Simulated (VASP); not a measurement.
# Ni (P6_3/mmc) in VASP: single point with LDA

Aim: the single point of Ni with LDA.

All numbers are computed with VASP 6.6.1; they aren't measurements. Logs are shortened: lines on timing, memory, paths and dates and some standing lists are left out, and cuts for length are marked.

## Step 1: The cell of the first run

It takes space group P6_3/mmc (No. 194, hexagonal). Conventional cell: a = 2.448 Å, b = 2.448 Å, c = 4.073 Å, α = 90.00°, β = 90.00°, γ = 120.00°. Within 3.2 Å of Ni (site symmetry -6m2) lie 12 Ni at 2.45 to 2.48 Å.

This isn't the form of Ni at room conditions, which is fcc.

## Step 2: Single point, LDA, collinear spin, ferromagnetic start

The input, INCAR:

```
SYSTEM = Ni
ALGO = Normal
EDIFF = 1E-6
ENCUT = 690
GGA_COMPAT = .FALSE.
ISIF = 2
ISMEAR = -1
ISPIN = 2
LASPH = .TRUE.
LCHARG = .FALSE.
LMAXMIX = 4
LORBIT = 11
LREAL = .FALSE.
LWAVE = .FALSE.
MAGMOM = 1.5 1.5
NBANDS = 29
NELM = 200
PREC = Accurate
SIGMA = 0.1
```

The input, KPOINTS:

```
k-points
0
G
  3 3 2
  0 0 0
```

The input, POSCAR:

```
Ni
1.0
    2.4480230000      0.0000000000      0.0000000000
   -1.2240110000      2.1200500000      0.0000000000
    0.0000000000      0.0000000000      4.0728080000
Ni
2
Direct
    0.3333333333      0.6666666667      0.2500000000
    0.6666666667      0.3333333333      0.7500000000
```

Potentials or basis: VASP PAW LDA potentials, release 64 (Ni_sv_GW).

Run with:

```console
$ cat potpaw_LDA.64/Ni_sv_GW/POTCAR > POTCAR
$ mpirun -np 1 vasp_std > vasp.out
```

OUTCAR:

```text
SYSTEM = Ni
   EDIFF = 1E-6
   ENCUT = 690
   ISIF = 2
   ISMEAR = -1
   ISPIN = 2
   LASPH = .TRUE.
   LORBIT = 11
   LREAL = .FALSE.
   NELM = 200
   PREC = Accurate

 ion  position               nearest neighbor table
   1  0.333  0.667  0.250-   2 2.48   2 2.48   2 2.48   2 2.48   2 2.48   2 2.48
   2  0.667  0.333  0.750-   1 2.48   1 2.48   1 2.48   1 2.48   1 2.48   1 2.48

  LATTYP: Found a hexagonal cell.
 ALAT       =     2.4480230000
 C/A-ratio  =     1.6637131269

  Lattice vectors:

 A1 = (   2.4480230000,   0.0000000000,   0.0000000000)
 A2 = (  -1.2240110000,   2.1200500000,   0.0000000000)
 A3 = (   0.0000000000,   0.0000000000,   4.0728080000)

Analysis of symmetry for initial positions (statically):
=====================================================================
 Subroutine PRICEL returns:
 Original cell was already a primitive cell.

 Routine SETGRP: Setting up the symmetry group for a
 hexagonal supercell.

 Subroutine GETGRP returns: Found 24 space group operations
 (whereof 12 operations were pure point group operations)
 out of a pool of 24 trial point group operations.

The static configuration has the point symmetry D_3d.
 The point group associated with its full space group is D_6h.

Analysis of symmetry for dynamics (positions and initial velocities):
=====================================================================
 Subroutine PRICEL returns:
 Original cell was already a primitive cell.

 Routine SETGRP: Setting up the symmetry group for a
 hexagonal supercell.

 Subroutine GETGRP returns: Found 24 space group operations
 (whereof 12 operations were pure point group operations)
 out of a pool of 24 trial point group operations.

The dynamic configuration has the point symmetry D_3d.
 The point group associated with its full space group is D_6h.

Analysis of structural, dynamic, and magnetic symmetry:
=====================================================================
 Subroutine PRICEL returns:
 Original cell was already a primitive cell.

 Routine SETGRP: Setting up the symmetry group for a
 hexagonal supercell.

 Subroutine GETGRP returns: Found 24 space group operations
 (whereof 12 operations were pure point group operations)
 out of a pool of 24 trial point group operations.

The overall configuration has the point symmetry D_3d.
 The point group associated with its full space group is D_6h.

 Subroutine INISYM returns: Found 24 space group operations
[... 98 lines left out ...]
     AMIX_MAG =   1.60;   BMIX_MAG =  1.00
  volume/ion in A,a.u.               =      10.57        71.32
  Fermi-wavevector in a.u.,A,eV,Ry     =   1.955047  3.694503 52.004296  3.822208
  Thomas-Fermi vector in A             =   2.981484
   LORBIT       =     11    0 simple, 1 ext, 2 COOP (PROOUT), +10 PAW based schemes
   GGA     = CA    functional components
   LHFCALC =     F    Hartree Fock is set to
   AEXX    =    0.0000 exact exchange contribution
   IVDW    =     0    specifies the selected vdW correction
   LEPSILON=     F    determine dielectric tensor
   LRPA    =     F    only Hartree local field effects (RPA)
 spin polarized calculation
  energy-cutoff  :      690.00
  volume of cell :       21.14
 maximum number of plane-waves:       881
 NGX is ok and might be reduce to    24
   NGX = 11   NGY = 11   NGZ = 17

 number of electron      36.0000009 magnetization       2.2821905

 Free energy of the ion-electron system (eV)
  ---------------------------------------------------
  ext. energy  EPLUGINS =         0.00000000
  ---------------------------------------------------
  free energy    TOTEN  =       -14.57233810 eV

  energy without entropy =      -14.39724854  energy(sigma->0) =      -14.48479332

 E-fermi :   7.5644     XC(G=0): -14.5447

 val. band max:        7.4544984065   @ k =   0.3333  -0.0000   0.0000
 cond. band min:       7.5756154196   @ k =   0.3333  -0.0000   0.0000
 fundamental gap:      0.1211170131
 Fermi energy:         7.5643950178

 spin component 1

 k-point     1 :       0.0000    0.0000    0.0000
  band No.  band energies     occupation
      1     -95.3349      1.00000
      2     -95.2981      1.00000
      3     -56.4660      1.00000
      4     -56.2328      1.00000
      5     -56.1534      1.00000
      6     -56.1534      1.00000
[... 181 lines left out ...]
     28      31.0229      0.00000
     29      34.8429      0.00000
 Fermi energy:         7.5643950178

 spin component 2

 k-point     1 :       0.0000    0.0000    0.0000
  band No.  band energies     occupation
      1     -94.0568      1.00000
      2     -94.0184      1.00000
      3     -55.2052      1.00000
      4     -54.9604      1.00000
      5     -54.9253      1.00000
      6     -54.9252      1.00000
[... 181 lines left out ...]
     28      31.3055      0.00000
     29      35.1740      0.00000

------------------------ aborting loop because EDIFF is reached ----------------------------------------

  FORCE on cell =-STRESS in cart. coord.  units (eV):
  Direction    XX          YY          ZZ          XY          YZ          ZX
  --------------------------------------------------------------------------------------
  -------------------------------------------------------------------------------------
  Total       -0.0271113     -0.0271113     -1.7997156     -0.0000000      0.0000000      0.0000000
  in kB       -2.0549679     -2.0549677   -136.4139976     -0.0000005      0.0000000      0.0000000
  external PRESSURE =     -46.8413111 kB  Pullay stress =       0.0000000 kB

 VOLUME and BASIS-vectors are now :
 -----------------------------------------------------------------------------
  energy-cutoff  :      690.00
  volume of cell :       21.14
      direct lattice vectors                 reciprocal lattice vectors
     2.448023000  0.000000000  0.000000000     0.408492894  0.235843398  0.000000000
    -1.224011000  2.120050000  0.000000000     0.000000000  0.471686989  0.000000000
     0.000000000  0.000000000  4.072808000     0.000000000  0.000000000  0.245530848

 POSITION                                       TOTAL-FORCE (eV/Angst)
 -----------------------------------------------------------------------------------
      0.00000      1.41337      1.01820         0.000000     -0.000000      0.000000
      1.22401      0.70668      3.05461        -0.000000      0.000000      0.000000
 -----------------------------------------------------------------------------------
    total drift:                               -0.000000      0.000000     -0.000000

  FREE ENERGIE OF THE ION-ELECTRON SYSTEM (eV)
  ---------------------------------------------------
  free  energy   TOTEN  =       -14.5723381033 eV

  energy  without entropy=      -14.3972485391  energy(sigma->0) =      -14.48479332

 total charge

# of ion       s       p       d       f       tot
--------------------------------------------------
    1        2.261   6.352   7.738   0.005  16.356
    2        2.261   6.352   7.738   0.005  16.356
--------------------------------------------------
tot          4.521  12.704  15.476   0.010  32.712

 magnetization (x)

# of ion       s       p       d       f       tot
--------------------------------------------------
    1        0.012   0.009   1.110   0.000   1.131
    2        0.012   0.009   1.110   0.000   1.131
--------------------------------------------------
tot          0.025   0.018   2.219   0.000   2.262
```

stdout:

```text
POSCAR found type information on POSCAR Ni
 POSCAR found :  1 types and       2 ions
 scaLAPACK will be used
 LDA part: xc-table for (Slater(with rela. corr.)+CA(PZ))
 , standard interpolation
 POSCAR, INCAR and KPOINTS ok, starting setup
 FFT: planning ... GRIDC
 FFT: planning ... GRID_SOFT
 FFT: planning ... GRID
 WAVECAR not read
 entering main loop
```

It took 18 s on 1 thread of Intel Xeon 6975P-C (Granite Rapids), shared host; peak memory 0.16 GiB.

What came out:

```
Free energy                                           : -14.5723 eV
Pressure                                              : -4.7 GPa
Net moment                                            : 2.28 μB per cell
Site moments                                          : Ni +1.13 μB
Valence electrons inside the program's atomic spheres : Ni 16.36
```

Caveat: the k points lie up to 0.99 Å⁻¹ apart, too coarse for converged energies, forces and pressures.
